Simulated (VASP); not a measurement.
# AlN (P4_2/nmc) in VASP: relaxation of cell and atoms with PBE

Aim: the relaxation of cell and atoms of AlN with PBE.

Program: VASP 6.6.1. These are calculated values, not measurements. Logs are shortened: lines on timing, memory, paths and dates and some standing lists are left out, and cuts for length are marked.

## 1. The cell of the first run

Symmetry: P4_2/nmc, No. 137, tetragonal system. The conventional cell has a = 5.247 Å, b = 5.247 Å, c = 4.516 Å, α = 90.00°, β = 90.00°, γ = 90.00°. Within 2.5 Å of Al (site symmetry m) lie 5 N at 1.87 to 1.88 Å. Within 2.5 Å of N (site symmetry m) lie 5 Al at 1.87 to 1.88 Å.

The cell was built from a structure type or drawn by symmetry, and may not be a known phase.

## 2. Relaxation of cell and atoms, PBE

INCAR

```
SYSTEM = AlN
ALGO = Normal ; EDIFF = 1E-6
EDIFFG = -0.04 ; ENCUT = 600
GGA = PE ; IBRION = 2
ISIF = 3 ; ISMEAR = 0
LASPH = .True. ; LCHARG = .False.
LREAL = Auto ; LWAVE = .False.
NELM = 60 ; NSW = 90
PREC = Accurate ; SIGMA = 0.1
```

KPOINTS

```
k-points
0
Gamma
  4 4 4
  0 0 0
```

POSCAR

```
AlN
1.0
    5.2470212900      0.0000000000      0.0000000000
    0.0000000000      5.2470212900      0.0000000000
    0.0000000000      0.0000000000      4.5156294600
Al N
8 8
Direct
    0.5000000000      0.7519741000      0.7927072700
    0.7480259000      0.0000000000      0.2927072700
    0.0000000000      0.7480259000      0.7072927300
    0.7519741000      0.5000000000      0.2072927300
    0.5000000000      0.2480259000      0.7927072700
    0.2519741000      0.0000000000      0.2927072700
    0.0000000000      0.2519741000      0.7072927300
    0.2480259000      0.5000000000      0.2072927300
    0.0000000000      0.7480259000      0.2927072700
    0.7519741000      0.5000000000      0.7927072700
    0.5000000000      0.7519741000      0.2072927300
    0.7480259000      0.0000000000      0.7072927300
    0.0000000000      0.2519741000      0.2927072700
    0.2480259000      0.5000000000      0.7927072700
    0.5000000000      0.2480259000      0.2072927300
    0.2519741000      0.0000000000      0.7072927300
```

Potentials or basis: VASP PAW PBE potentials, release 64 (Al, N).

On the command line:

```bash
$ cat potpaw_PBE.64/Al/POTCAR potpaw_PBE.64/N/POTCAR > POTCAR
$ mpirun -np 1 vasp_std > vasp.out
```

OUTCAR:

```text
SYSTEM = AlN
   EDIFF = 1E-6
   EDIFFG = -0.04
   ENCUT = 600
   GGA = PE
   IBRION = 2
   ISIF = 3
   ISMEAR = 0
   LASPH = .True.
   LREAL = Auto
   NELM = 60
   NSW = 90
   PREC = Accurate

 ion  position               nearest neighbor table
   1  0.500  0.752  0.793-  10 1.87  14 1.87  11 1.87  12 1.88  16 1.88   5 2.60   5 2.64   4 2.65
                             8 2.65   3 2.65   3 2.65   2 2.91   6 2.91   2 2.91   6 2.91   4 3.24
   2  0.748  0.000  0.293-   9 1.87  13 1.87  12 1.87  11 1.88  15 1.88   6 2.60   6 2.64   7 2.65
                             3 2.65   4 2.65   4 2.65   1 2.91   1 2.91   5 2.91   5 2.91   7 3.24
   3  0.000  0.748  0.707-  12 1.87  16 1.87   9 1.87  14 1.88  10 1.88   7 2.60   7 2.64   2 2.65
                             6 2.65   1 2.65   1 2.65   4 2.91   4 2.91   8 2.91   8 2.91   2 3.24
   4  0.752  0.500  0.207-  11 1.87  15 1.87  10 1.87  13 1.88   9 1.88   8 2.60   8 2.64   5 2.65
                             1 2.65   2 2.65   2 2.65   3 2.91   7 2.91   3 2.91   7 2.91   5 3.24
   5  0.500  0.248  0.793-  10 1.87  14 1.87  15 1.87  12 1.88  16 1.88   1 2.60   1 2.64   8 2.65
                             4 2.65   7 2.65   7 2.65   2 2.91   2 2.91   6 2.91   6 2.91   8 3.24
   6  0.252  0.000  0.293-   9 1.87  13 1.87  16 1.87  15 1.88  11 1.88   2 2.60   2 2.64   3 2.65
                             7 2.65   8 2.65   8 2.65   1 2.91   5 2.91   5 2.91   1 2.91   3 3.24
   7  0.000  0.252  0.707-  12 1.87  16 1.87  13 1.87  14 1.88  10 1.88   3 2.60   3 2.64   2 2.65
                             6 2.65   5 2.65   5 2.65   4 2.91   8 2.91   8 2.91   4 2.91   6 3.24
   8  0.248  0.500  0.207-  11 1.87  15 1.87  14 1.87   9 1.88  13 1.88   4 2.60   4 2.64   5 2.65
                             1 2.65   6 2.65   6 2.65   3 2.91   3 2.91   7 2.91   7 2.91   1 3.24
   9  0.000  0.748  0.293-   2 1.87   6 1.87   3 1.87   4 1.88   8 1.88
  10  0.752  0.500  0.793-   1 1.87   5 1.87   4 1.87   3 1.88   7 1.88
  11  0.500  0.752  0.207-   4 1.87   8 1.87   1 1.87   6 1.88   2 1.88
  12  0.748  0.000  0.707-   3 1.87   7 1.87   2 1.87   5 1.88   1 1.88
  13  0.000  0.252  0.293-   2 1.87   6 1.87   7 1.87   4 1.88   8 1.88
  14  0.248  0.500  0.793-   1 1.87   5 1.87   8 1.87   7 1.88   3 1.88
  15  0.500  0.248  0.207-   4 1.87   8 1.87   5 1.87   6 1.88   2 1.88
  16  0.252  0.000  0.707-   3 1.87   7 1.87   6 1.87   1 1.88   5 1.88

  LATTYP: Found a simple tetragonal cell.
 ALAT       =     5.2470212900
 C/A-ratio  =     0.8606081833

  Lattice vectors:

 A1 = (   5.2470212900,   0.0000000000,   0.0000000000)
 A2 = (   0.0000000000,   5.2470212900,   0.0000000000)
 A3 = (   0.0000000000,   0.0000000000,   4.5156294600)

Analysis of symmetry for initial positions (statically):
=====================================================================
 Subroutine PRICEL returns:
 Original cell was already a primitive cell.

 Routine SETGRP: Setting up the symmetry group for a
 simple tetragonal supercell.

 Subroutine GETGRP returns: Found 16 space group operations
 (whereof  8 operations were pure point group operations)
 out of a pool of 16 trial point group operations.

The static configuration has the point symmetry D_2d.
 The point group associated with its full space group is D_4h.

Analysis of symmetry for dynamics (positions and initial velocities):
=====================================================================
[... 163 lines left out ...]
 conjugate gradient relaxation of ions
 non-spin polarized calculation
 Gauss-broadening in eV      SIGMA  =   0.10
  energy-cutoff  :      600.00
  volume of cell :      124.32
 maximum number of plane-waves:      4194
 NGX is ok and might be reduce to    42
   NGX = 21   NGY = 21   NGZ = 19

--------------------------------------- Ionic step        1  -------------------------------------------

 number of electron      64.0000018 magnetization

 Free energy of the ion-electron system (eV)
  ---------------------------------------------------
  ext. energy  EPLUGINS =         0.00000000
  ---------------------------------------------------
  free energy    TOTEN  =      -111.24200329 eV

  energy without entropy =     -111.24200329  energy(sigma->0) =     -111.24200329

------------------------ aborting loop because EDIFF is reached ----------------------------------------

  FORCE on cell =-STRESS in cart. coord.  units (eV):
  Direction    XX          YY          ZZ          XY          YZ          ZX
  --------------------------------------------------------------------------------------
  -------------------------------------------------------------------------------------
  Total       48.1236223     48.1236223     28.9280170      0.0000000      0.0000000     -0.0000000
  in kB      620.1902602    620.1902602    372.8080622      0.0000000      0.0000000     -0.0000000
  external PRESSURE =     537.7295275 kB  Pullay stress =       0.0000000 kB
[... 131 lines left out ...]
  FREE ENERGIE OF THE ION-ELECTRON SYSTEM (eV)
  ---------------------------------------------------
  free  energy   TOTEN  =      -114.8021709175 eV

  energy  without entropy=     -114.8021709175  energy(sigma->0) =     -114.80217092

 E-fermi :   9.9013     XC(G=0): -12.0923

 val. band max:        9.4656663497   @ k =   0.0000   0.0000   0.0000
 cond. band min:      13.5603595659   @ k =   0.0000   0.0000   0.0000
 fundamental gap:      4.0946932161
 Fermi energy:         9.9013136933

 k-point     1 :       0.0000    0.0000    0.0000
  band No.  band energies     occupation
      1      -7.7529      2.00000
      2      -5.1265      2.00000
      3      -4.9864      2.00000
      4      -4.9864      2.00000
      5      -4.8556      2.00000
      6      -3.7695      2.00000
[... 781 lines left out ...]
     40      17.5650      0.00000
     41      19.2366      0.00000

[... ionic steps 4 to 18 ...]

--------------------------------------- Ionic step       19  -------------------------------------------

 number of electron      64.0000021 magnetization

------------------------ aborting loop because EDIFF is reached ----------------------------------------
[... 95 lines left out ...]
--------------------------------------- Ionic step       21  -------------------------------------------

 number of electron      64.0000026 magnetization

 Free energy of the ion-electron system (eV)
  ---------------------------------------------------
  ext. energy  EPLUGINS =         0.00000000
  ---------------------------------------------------
  free energy    TOTEN  =      -116.37024078 eV

  energy without entropy =     -116.37024078  energy(sigma->0) =     -116.37024078

 E-fermi :  10.2324     XC(G=0): -12.1919

 val. band max:        9.7135639407   @ k =   0.0000   0.0000   0.0000
 cond. band min:      14.1006287464   @ k =   0.0000   0.0000   0.0000
 fundamental gap:      4.3870648057
 Fermi energy:        10.2324327033

 k-point     1 :       0.0000    0.0000    0.0000
  band No.  band energies     occupation
      1      -7.6669      2.00000
      2      -4.8256      2.00000
      3      -4.8214      2.00000
      4      -4.8214      2.00000
      5      -4.8173      2.00000
      6      -3.5408      2.00000
[... 824 lines left out ...]
  FREE ENERGIE OF THE ION-ELECTRON SYSTEM (eV)
  ---------------------------------------------------
  free  energy   TOTEN  =      -116.3702407821 eV

  energy  without entropy=     -116.3702407821  energy(sigma->0) =     -116.37024078

 reached required accuracy - stopping structural energy minimisation
```

CONTCAR:

```text
AlN
   1.00000000000000
     5.7623820932147511   -0.0000000000000000    0.0000000000000000
     0.0000000000000000    5.7623820932147511   -0.0000000000000000
    -0.0000000000000000   -0.0000000000000000    4.0618455345840605
  Al              N
     8     8
Direct
     0.5000000000000000    0.7500375847493107    0.7499856108143156
     0.7499624152506893    0.0000000000000000    0.2499856108143152
     0.0000000000000000    0.7499624152506893    0.7500143891856844
     0.7500375847493107    0.5000000000000000    0.2500143891856847
     0.5000000000000000    0.2499624152506893    0.7499856108143156
     0.2500375847493108    0.0000000000000000    0.2499856108143152
[... 8 lines left out ...]
     0.5000000000000000    0.2502006563787352    0.2496802271051398
     0.2497993436212650    0.0000000000000000    0.7496802271051396

  0.00000000E+00  0.00000000E+00  0.00000000E+00
  0.00000000E+00  0.00000000E+00  0.00000000E+00
  0.00000000E+00  0.00000000E+00  0.00000000E+00
  0.00000000E+00  0.00000000E+00  0.00000000E+00
  0.00000000E+00  0.00000000E+00  0.00000000E+00
  0.00000000E+00  0.00000000E+00  0.00000000E+00
[... 8 lines left out ...]
  0.00000000E+00  0.00000000E+00  0.00000000E+00
  0.00000000E+00  0.00000000E+00  0.00000000E+00
```

It took 57 min on 1 thread of Intel Xeon 8259CL, shared host; peak memory 0.29 GiB.

What came out:

| Item | Value |
| --- | --- |
| Free energy | -116.3702 eV |
| Relaxed volume | 8.43 Å³/atom |
| Relaxed cell | a = 5.762 Å, b = 5.762 Å, c = 4.062 Å, α = 90.00°, β = 90.00°, γ = 90.00° |
| Space group after relaxing (to 0.1 Å) | Fm-3m (No. 225) |
| Energy gained by relaxing | 320.5 meV/atom |
| Ionic steps | 21 |
| Pressure after relaxing | -0.3 GPa |
| Largest force after relaxing | 0.037 eV/Å |
| Band gap on the k mesh | 4.39 eV |

Forces in eV/Å, atoms in the order of the input:
```
Al   0.000 -0.005 -0.002
Al   0.005  0.000 -0.002
Al   0.000  0.005  0.002
Al  -0.005  0.000  0.002
Al   0.000  0.005 -0.002
Al  -0.005  0.000 -0.002
Al   0.000 -0.005  0.002
Al   0.005  0.000  0.002
N    0.000 -0.029 -0.023
N    0.029  0.000 -0.023
N    0.000  0.029  0.023
N   -0.029  0.000  0.023
N    0.000  0.029 -0.023
N   -0.029  0.000 -0.023
N    0.000 -0.029  0.023
N    0.029  0.000  0.023
```

Stress tensor (GPa, compression positive):
```
-0.58  0.00  0.00
 0.00 -0.58  0.00
 0.00  0.00  0.20
```

The path:
```csv
step,energy change (eV),largest force (eV/Å),pressure (GPa),volume (Å³)
1,0.0000,1.7078,53.77,124.32
2,0.5919,0.5697,-33.07,177.24
3,-3.5602,0.3986,-2.63,146.58
4,-3.5662,0.4195,-1.23,145.75
5,-3.5661,0.4321,-0.46,145.30
6,-3.6473,0.3386,-0.82,144.66
7,-3.7326,0.6622,-1.21,142.97
8,-3.7652,0.6864,-1.27,142.62
9,-3.8641,0.7733,-1.43,141.54
10,-4.0602,0.9701,-1.29,139.35
11,-4.2860,1.2358,1.71,134.80
12,-4.3807,1.1607,2.05,134.23
13,-4.4439,1.3680,3.47,133.20
14,-4.5904,1.1818,2.42,133.65
15,-4.9013,0.6817,-0.43,135.02
16,-4.9871,0.6136,-5.09,137.78
17,-5.0338,0.4235,-3.58,136.78
18,-5.0862,0.3099,-1.70,135.69
19,-5.1165,0.1652,1.18,134.11
20,-5.1258,0.0670,0.38,134.51
21,-5.1282,0.0373,-0.32,134.87
```

Final structure:
```yaml
crystal:
  lattice:
    - [5.76238, 0.00000, 0.00000]
    - [0.00000, 5.76238, 0.00000]
    - [0.00000, 0.00000, 4.06185]
  atoms:
    - { symbol: Al, position: [0.50000, 0.75004, 0.74999] }
    - { symbol: Al, position: [0.74996, 0.00000, 0.24999] }
    - { symbol: Al, position: [0.00000, 0.74996, 0.75001] }
    - { symbol: Al, position: [0.75004, 0.50000, 0.25001] }
    - { symbol: Al, position: [0.50000, 0.24996, 0.74999] }
    - { symbol: Al, position: [0.25004, 0.00000, 0.24999] }
    - { symbol: Al, position: [0.00000, 0.25004, 0.75001] }
    - { symbol: Al, position: [0.24996, 0.50000, 0.25001] }
    - { symbol: N, position: [0.00000, 0.75020, 0.25032] }
    - { symbol: N, position: [0.74980, 0.50000, 0.75032] }
    - { symbol: N, position: [0.50000, 0.74980, 0.24968] }
    - { symbol: N, position: [0.75020, 0.00000, 0.74968] }
    - { symbol: N, position: [0.00000, 0.24980, 0.25032] }
    - { symbol: N, position: [0.25020, 0.50000, 0.75032] }
    - { symbol: N, position: [0.50000, 0.25020, 0.24968] }
    - { symbol: N, position: [0.24980, 0.00000, 0.74968] }
```

Levels at points of the mesh, in eV from the valence-band top:
```
           k point  band 30  band 31  band 32  band 33  band 34  band 35
(0.00, 0.00, 0.00)    -0.02     0.00     0.00     4.39     4.42     4.42
(0.50, 0.00, 0.00)    -1.24    -0.22    -0.22     5.70     5.70     6.68
(0.50, 0.50, 0.00)    -1.58    -1.58    -1.58     7.47     7.47     7.48
(0.00, 0.00, 0.50)    -1.04    -1.04    -1.04     6.00     6.00     6.00
(0.50, 0.00, 0.50)    -1.35    -1.34    -1.34     7.15     7.15     7.16
(0.50, 0.50, 0.50)    -1.10    -1.10    -1.10     8.23     8.23     8.23
```
